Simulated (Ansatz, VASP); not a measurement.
# SiNi in VASP and in Ansatz

```
Si Ni
1.0
     5.08947    0.00000    0.00000
     0.00000    3.35668    0.00000
     0.00000    0.00000    5.52821
Si Ni
4 4
Direct
  0.32145 0.75000 0.08642
  0.17855 0.25000 0.58642
  0.82145 0.75000 0.41358
  0.67855 0.25000 0.91358
  0.00938 0.25000 0.18732
  0.49062 0.75000 0.68732
  0.50938 0.25000 0.31268
  0.99062 0.75000 0.81268
```

Alike in both runs: functional PBEsol; k mesh 8 × 10 × 6; occupations gaussian, width 0.05 eV; no spin polarisation.

Ansatz relaxed the structure, and its values are those at the end. VASP's run is a single point on that final structure, the one shown.

|  | VASP | Ansatz |
| --- | --- | --- |
| version | VASP 6.6.1 | Ansatz 0.2.0 |
| potentials or method | VASP PAW PBE potentials, release 64 (Si, Ni) | scalar-relativistic, plane waves, PAW |
| plane-wave cutoff (eV) | 520 | 420 |
| valence electrons in the cell | 56 | 88 |

```tsv
	VASP	Ansatz	Ansatz less VASP
gap on the k mesh at the Fermi level (eV)	none	none	-
pressure (GPa)	0.2	0.0	-0.19
rms of the force components (eV/Å)	0.005	0.001	-0.0041
```

VASP's potentials were made for PBE, not for PBEsol. A gap of «none» marks a metal or a gap that the smearing closes. VASP's potentials hold 56 valence electrons a cell and Ansatz's 88, so a difference there can come from the potentials and not from the codes.
